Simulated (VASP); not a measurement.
# TaMnB4 (P6/mmm) in VASP: relaxation of shape and atoms at fixed volume with PBE

Aim: the relaxation of shape and atoms at fixed volume of TaMnB4 with PBE.

All numbers are computed with VASP 6.6.1; they aren't measurements. Logs are shortened: lines on timing, memory, paths and dates and some standing lists are left out, and cuts for length are marked.

## 1. The cell of the first run

It takes space group P6/mmm (No. 191, hexagonal). Conventional cell: a = 3.082 Å, b = 3.082 Å, c = 6.344 Å, α = 90.00°, β = 90.00°, γ = 120.00°. Within 3.2 Å of Ta (site symmetry 6/mmm) lie 12 B at 2.45 Å and 6 Ta at 3.08 Å and 2 Mn at 3.17 Å. Within 3.2 Å of Mn (site symmetry 6/mmm) lie 12 B at 2.32 Å and 6 Mn at 3.08 Å and 2 Ta at 3.17 Å. B (site symmetry 3m) has 3 B at 1.78 Å and 3 Mn at 2.32 Å and 3 Ta at 2.45 Å within 2.5 Å.

## 2. Relaxation of shape and atoms at fixed volume, PBE, collinear spin, ferromagnetic start (8.70 Å³/atom)

The input, INCAR:

```
PREC = Accurate ; ENCUT = 600
EDIFF = 1E-7 ; ISMEAR = 0
SIGMA = 0.1 ; LREAL = False
LASPH = True ; NELM = 150
ALGO = Normal ; ISIF = 4
LWAVE = False ; LCHARG = False
ISPIN = 2 ; MAGMOM = 0 2.35 0 0 0 0
LORBIT = 11 ; LMAXMIX = 4
GGA = PE ; IBRION = 2
NSW = 50 ; EDIFFG = -0.01
```

The input, KPOINTS:

```
Automatic mesh
0
Gamma
  12 12 6
```

The input, POSCAR:

```
TaMnB4
1.0
    3.0821324046      0.0000000000      0.0000000000
   -1.5410662023      2.6692049602      0.0000000000
    0.0000000000      0.0000000000      6.3435141540
Ta Mn B
1 1 4
Direct
    0.0000000000      0.0000000000      0.5000000000
    0.0000000000      0.0000000000      0.0000000000
    0.3333333333      0.6666666667      0.7657949874
    0.3333333333      0.6666666667      0.2342050126
    0.6666666667      0.3333333333      0.7657949874
    0.6666666667      0.3333333333      0.2342050126
```

Potentials or basis: VASP PAW PBE potentials, release 64 (Ta_pv, Mn_pv, B).

Run with:

```console
> cat potpaw_PBE.64/Ta_pv/POTCAR potpaw_PBE.64/Mn_pv/POTCAR potpaw_PBE.64/B/POTCAR > POTCAR
> mpirun -np 1 vasp_std > vasp.out
```

OUTCAR:

```text
PREC = Accurate
   ENCUT = 600
   EDIFF = 1E-7
   ISMEAR = 0
   LREAL = False
   LASPH = True
   NELM = 150
   ISIF = 4
   ISPIN = 2
   LORBIT = 11
   GGA = PE
   IBRION = 2
   NSW = 50
   EDIFFG = -0.01

 ion  position               nearest neighbor table
   1  0.000  0.000  0.500-   3 2.45   4 2.45   5 2.45   6 2.45   3 2.45   4 2.45   5 2.45   6 2.45
                             5 2.45   6 2.45   3 2.45   4 2.45   2 3.17   2 3.17
   2  0.000  0.000  0.000-   3 2.32   4 2.32   5 2.32   6 2.32   3 2.32   4 2.32   5 2.32   6 2.32
                             5 2.32   6 2.32   3 2.32   4 2.32   1 3.17   1 3.17
   3  0.333  0.667  0.766-   5 1.78   5 1.78   5 1.78   2 2.32   2 2.32   2 2.32   1 2.45   1 2.45
                             1 2.45
   4  0.333  0.667  0.234-   6 1.78   6 1.78   6 1.78   2 2.32   2 2.32   2 2.32   1 2.45   1 2.45
                             1 2.45
   5  0.667  0.333  0.766-   3 1.78   3 1.78   3 1.78   2 2.32   2 2.32   2 2.32   1 2.45   1 2.45
                             1 2.45
   6  0.667  0.333  0.234-   4 1.78   4 1.78   4 1.78   2 2.32   2 2.32   2 2.32   1 2.45   1 2.45
                             1 2.45

  LATTYP: Found a hexagonal cell.
 ALAT       =     3.0821324046
 C/A-ratio  =     2.0581575745

  Lattice vectors:

 A1 = (   3.0821324046,   0.0000000000,   0.0000000000)
 A2 = (  -1.5410662023,   2.6692049602,   0.0000000000)
 A3 = (   0.0000000000,   0.0000000000,   6.3435141540)

Analysis of symmetry for initial positions (statically):
=====================================================================
 Subroutine PRICEL returns:
 Original cell was already a primitive cell.

 Routine SETGRP: Setting up the symmetry group for a
 hexagonal supercell.

 Subroutine GETGRP returns: Found 24 space group operations
 (whereof 24 operations were pure point group operations)
 out of a pool of 24 trial point group operations.

The static configuration has the point symmetry D_6h.

Analysis of symmetry for dynamics (positions and initial velocities):
=====================================================================
 Subroutine PRICEL returns:
 Original cell was already a primitive cell.

 Routine SETGRP: Setting up the symmetry group for a
 hexagonal supercell.

 Subroutine GETGRP returns: Found 24 space group operations
 (whereof 24 operations were pure point group operations)
 out of a pool of 24 trial point group operations.

The dynamic configuration has the point symmetry D_6h.

Analysis of structural, dynamic, and magnetic symmetry:
=====================================================================
 Subroutine PRICEL returns:
 Original cell was already a primitive cell.

 Routine SETGRP: Setting up the symmetry group for a
 hexagonal supercell.

 Subroutine GETGRP returns: Found 24 space group operations
 (whereof 24 operations were pure point group operations)
 out of a pool of 24 trial point group operations.

The overall configuration has the point symmetry D_6h.

 Subroutine INISYM returns: Found 24 space group operations
 (whereof 24 operations are pure point group operations),
 and found     1 'primitive' translations

----------------------------------------------------------------------------------------

                                     Primitive cell

  volume of cell :      52.1871

  direct lattice vectors                    reciprocal lattice vectors
     3.082132405  0.000000000  0.000000000     0.324450695  0.187321696  0.000000000
    -1.541066202  2.669204960  0.000000000     0.000000000  0.374643392  0.000000000
     0.000000000  0.000000000  6.343514154     0.000000000  0.000000000  0.157641329

  length of vectors
     3.082132405  3.082132405  6.343514154     0.374643392  0.374643392  0.157641329

  position of ions in fractional coordinates (direct lattice)
     0.000000000  0.000000000  0.500000000
     0.000000000  0.000000000  0.000000000
     0.333333333  0.666666667  0.765794987
     0.333333333  0.666666667  0.234205013
     0.666666667  0.333333333  0.765794987
     0.666666667  0.333333333  0.234205013

  ion indices of the primitive-cell ions
   primitive index   ion index
                 1           1
                 2           2
                 3           3
                 4           4
                 5           5
                 6           6

----------------------------------------------------------------------------------------

 KPOINTS: Automatic mesh

Automatic generation of k-mesh.
 Grid dimensions read from file:
 generate k-points for:   12   12    6

 Generating k-lattice:

  Cartesian coordinates                     Fractional coordinates (reciprocal lattice)
     0.027037558  0.015610141  0.000000000     0.083333333 -0.000000000  0.000000000
     0.000000000  0.031220283  0.000000000     0.000000000  0.083333333  0.000000000
     0.000000000  0.000000000  0.026273555     0.000000000  0.000000000  0.166666667

  Length of vectors
     0.031220283  0.031220283  0.026273555

  Shift w.r.t. Gamma in fractional coordinates (k-lattice)
     0.000000000  0.000000000  0.000000000

 Subroutine IBZKPT returns following result:
 ===========================================

 Found     76 irreducible k-points:

 Following reciprocal coordinates:
            Coordinates               Weight
  0.000000  0.000000  0.000000      1.000000
  0.083333  0.000000  0.000000      6.000000
  0.166667  0.000000  0.000000      6.000000
  0.250000  0.000000  0.000000      6.000000
  0.333333  0.000000  0.000000      6.000000
  0.416667  0.000000  0.000000      6.000000
[... 16 lines left out ...]
  0.250000  0.000000  0.166667     12.000000
  0.333333  0.000000  0.166667     12.000000
 [... further k-points ...]
   k-points           NKPTS =     76   k-points in BZ     NKDIM =     76   number of bands    NBANDS=     23
   number of dos      NEDOS =    301   number of ions     NIONS =      6
   total plane-waves  NPLWV =  42336
   dimension x,y,z NGX =    28 NGY =   28 NGZ =   54
   dimension x,y,z NGXF=    56 NGYF=   56 NGZF=  108
   ions per type =               1   1   4
   NGX,Y,Z   is equivalent  to a cutoff of  15.10, 15.10, 14.15 a.u.
   NGXF,Y,Z  is equivalent  to a cutoff of  30.21, 30.21, 28.30 a.u.
 SYSTEM =  unknown system
   PREC   = accura    normal or accurate (medium, high low for compatibility)
   ISTART =      0    job   : 0-new  1-cont  2-samecut
   ICHARG =      2    charge: 1-file 2-atom 10-const
   ISPIN  =      2    spin polarized calculation?
   LNONCOLLINEAR =      F non collinear calculations
   LSORBIT =      F    spin-orbit coupling
   LASPH  =      T    aspherical Exc in radial PAW
   ENCUT  =  600.0 eV  44.10 Ry    6.64 a.u.   6.16  6.16 12.67*2*pi/ulx,y,z
   NELM   =    150;   NELMIN=  2; NELMDL= -5     # of ELM steps
   EDIFF  = 0.1E-06   stopping-criterion for ELM
   LREAL  =      F    real-space projection
   EDIFFG = -.1E-01   stopping-criterion for IOM
   NSW    =     50    number of steps for IOM
   IBRION =      2    ionic relax: 0-MD 1-quasi-New 2-CG
   NFREE  =      1    steps in history (QN), initial steepest desc. (CG)
   ISIF   =      4    stress and relaxation
   ISYM   =      2    0-nonsym 1-usesym 2-fastsym
   POTIM  = 0.5000    time-step for ionic-motion
   TEBEG  =    0.0;   TEEND  =   0.0 temperature during run
   PSTRESS=    0.0 pullay stress
   NELECT =      36.0000    total number of electrons
   NUPDOWN=      -1.0000    fix difference up-down
   EMIN   =  10.00;   EMAX   =-10.00  energy-range for DOS
   EFERMI =   0.00;   METHOD = LEGACY
   ISMEAR =     0;   SIGMA  =   0.10  broadening in eV -4-tet -1-fermi 0-gaus
   EFERMI_NEDOS =   21; number of points for ismear=-14 and -15
   IALGO  =     38    algorithm
   IMIX   =      4    mixing-type and parameters
     AMIX     =   0.40;   BMIX     =  1.00
     AMIX_MAG =   1.60;   BMIX_MAG =  1.00
  volume/ion in A,a.u.               =       8.70        58.70
  Fermi-wavevector in a.u.,A,eV,Ry     =   1.446509  2.733507 28.468690  2.092390
  Thomas-Fermi vector in A             =   2.564570
   LORBIT       =     11    0 simple, 1 ext, 2 COOP (PROOUT), +10 PAW based schemes
   GGA     = PE    functional components
   LHFCALC =     F    Hartree Fock is set to
   AEXX    =    0.0000 exact exchange contribution
   IVDW    =     0    specifies the selected vdW correction
   LEPSILON=     F    determine dielectric tensor
   LRPA    =     F    only Hartree local field effects (RPA)
 conjugate gradient relaxation of ions
 spin polarized calculation
 Gauss-broadening in eV      SIGMA  =   0.10
  energy-cutoff  :      600.00
  volume of cell :       52.19
 maximum number of plane-waves:      1766
 NGX is ok and might be reduce to    28
   NGX = 13   NGY = 13   NGZ = 25

--------------------------------------- Ionic step        1  -------------------------------------------

 number of electron      36.0000006 magnetization       2.2241034

 Free energy of the ion-electron system (eV)
  ---------------------------------------------------
  ext. energy  EPLUGINS =         0.00000000
  ---------------------------------------------------
  free energy    TOTEN  =       -50.56866752 eV

  energy without entropy =      -50.56100338  energy(sigma->0) =      -50.56483545

------------------------ aborting loop because EDIFF is reached ----------------------------------------

  FORCE on cell =-STRESS in cart. coord.  units (eV):
  Direction    XX          YY          ZZ          XY          YZ          ZX
  --------------------------------------------------------------------------------------
  -------------------------------------------------------------------------------------
  Total       -2.6912407     -2.6912407     -2.0133427      0.0000000      0.0000000     -0.0000000
  in kB      -82.6228157    -82.6228157    -61.8109143      0.0000000      0.0000000     -0.0000000
  external PRESSURE =     -75.6855152 kB  Pullay stress =       0.0000000 kB
[... 105 lines left out ...]
  energy  without entropy=      -50.5639137424  energy(sigma->0) =      -50.56788307

--------------------------------------- Ionic step        4  -------------------------------------------

 number of electron      36.0000007 magnetization       2.2600055

 Free energy of the ion-electron system (eV)
  ---------------------------------------------------
  ext. energy  EPLUGINS =         0.00000000
  ---------------------------------------------------
  free energy    TOTEN  =       -50.57194243 eV

  energy without entropy =      -50.56402217  energy(sigma->0) =      -50.56798230

 E-fermi :   9.2162     XC(G=0): -13.0372

 val. band max:        9.2010471669   @ k =   0.0833   0.0833   0.1667
 cond. band min:       9.2175347746   @ k =   0.1667   0.0833   0.1667
 fundamental gap:      0.0164876076
 Fermi energy:         9.2162373896

 spin component 1

 k-point     1 :       0.0000    0.0000    0.0000
  band No.  band energies     occupation
      1     -40.5513      1.00000
      2     -40.3758      1.00000
      3     -40.3758      1.00000
      4     -26.3458      1.00000
      5     -25.7891      1.00000
      6     -25.7891      1.00000
[... 613 lines left out ...]
     22      11.6598      0.00000
     23      12.4407      0.00000

 [... further k-points ...]

 spin component 2

 k-point     1 :       0.0000    0.0000    0.0000
  band No.  band energies     occupation
      1     -38.0950      1.00000
      2     -37.8488      1.00000
      3     -37.8488      1.00000
      4     -26.3785      1.00000
      5     -25.8171      1.00000
      6     -25.8171      1.00000
[... 648 lines left out ...]
  FREE ENERGIE OF THE ION-ELECTRON SYSTEM (eV)
  ---------------------------------------------------
  free  energy   TOTEN  =       -50.5719424348 eV

  energy  without entropy=      -50.5640221709  energy(sigma->0) =      -50.56798230

 reached required accuracy - stopping structural energy minimisation

 total charge

# of ion       s       p       d       tot
------------------------------------------
    1        0.279   6.227   2.488   8.993
    2        0.253   6.305   5.241  11.800
    3        0.661   1.295   0.000   1.955
    4        0.661   1.295   0.000   1.955
    5        0.661   1.295   0.000   1.955
    6        0.661   1.295   0.000   1.955
--------------------------------------------------
tot          3.175  17.711   7.729  28.615

 magnetization (x)

# of ion       s       p       d       tot
------------------------------------------
    1       -0.001  -0.002  -0.046  -0.049
    2        0.012   0.017   2.304   2.333
    3       -0.002  -0.003   0.000  -0.005
    4       -0.002  -0.003   0.000  -0.005
    5       -0.002  -0.003   0.000  -0.005
    6       -0.002  -0.003   0.000  -0.005
--------------------------------------------------
tot          0.001   0.005   2.258   2.263
```

It took 15 min on 1 thread of Oxide Virtual Turin-like, shared host; peak memory 0.33 GiB.

Results:

- Free energy: -50.5719 eV
- Energy gained by relaxing: 0.5 meV/atom
- Ionic steps: 4
- Pressure after relaxing: -6.9 GPa
- Largest force after relaxing: 0.007 eV/Å
- Net moment: 2.26 μB per cell
- Site moments: Ta -0.05; Mn +2.33; B -0.01 μB
- Valence electrons inside the program's atomic spheres: Ta 8.99; Mn 11.80; B 1.96

Forces on the atoms (eV/Å):
```
Ta   0.000  0.000  0.000
Mn   0.000  0.000  0.000
B    0.000  0.000 -0.007
B    0.000  0.000  0.007
B    0.000  0.000 -0.007
B    0.000  0.000  0.007
```

Step by step:
| step | energy change (eV) | largest force (eV/Å) | pressure (GPa) | volume (Å³) |
| --- | --- | --- | --- | --- |
| 1 | 0.0000 | 0.0688 | -7.57 | 52.19 |
| 2 | -0.0025 | 0.0437 | -7.23 | 52.19 |
| 3 | -0.0032 | 0.0215 | -6.92 | 52.19 |
| 4 | -0.0033 | 0.0068 | -6.88 | 52.19 |

Final structure:
```xyz
6
Lattice="3.0722 0.0000 0.0000 -1.5361 2.6606 0.0000 0.0000 0.0000 6.3846" Properties=species:S:1:pos:R:3 pbc="T T T"
Ta    0.0000    0.0000    3.1923
Mn    0.0000    0.0000    0.0000
B     0.0000    1.7737    4.8817
B     0.0000    1.7737    1.5029
B     1.5361    0.8869    4.8817
B     1.5361    0.8869    1.5029
```

Levels at points of the mesh, in eV from the Fermi level:
Spin up:
```csv
k point,band 16,band 17,band 18,band 19,band 20,band 21,band 22,band 23
"(0.00, 0.00, 0.00)",-1.93,-1.93,-1.56,-1.56,-0.73,0.46,0.46,2.40
"(0.50, 0.00, 0.00)",-4.32,-1.46,-1.25,-1.22,1.73,1.83,2.13,3.79
"(0.00, 0.00, 0.50)",-2.51,-2.38,-0.69,-0.25,-0.25,-0.02,-0.02,1.79
"(0.50, 0.00, 0.50)",-4.00,-1.62,-1.46,-0.24,1.09,1.42,1.86,2.85
```
Spin down:
```csv
k point,band 13,band 14,band 15,band 16,band 17,band 18,band 19,band 20,band 21,band 22
"(0.00, 0.00, 0.00)",-3.08,-1.54,-1.54,-1.53,-1.53,-0.73,-0.73,0.91,0.97,0.97
"(0.50, 0.00, 0.00)",-4.32,-4.31,-4.22,-3.37,0.13,0.94,1.29,2.15,2.65,3.12
"(0.00, 0.00, 0.50)",-3.01,-3.01,-0.94,-0.94,-0.78,-0.27,-0.27,-0.23,1.30,1.30
"(0.50, 0.00, 0.50)",-4.91,-4.82,-3.52,-3.14,0.45,0.94,1.24,1.29,2.16,2.85
```

Caveat: spin-orbit coupling is left out, which moves the levels of the heavy elements; a cell with one magnetic atom can't hold antiferromagnetic order, which such compounds often take.
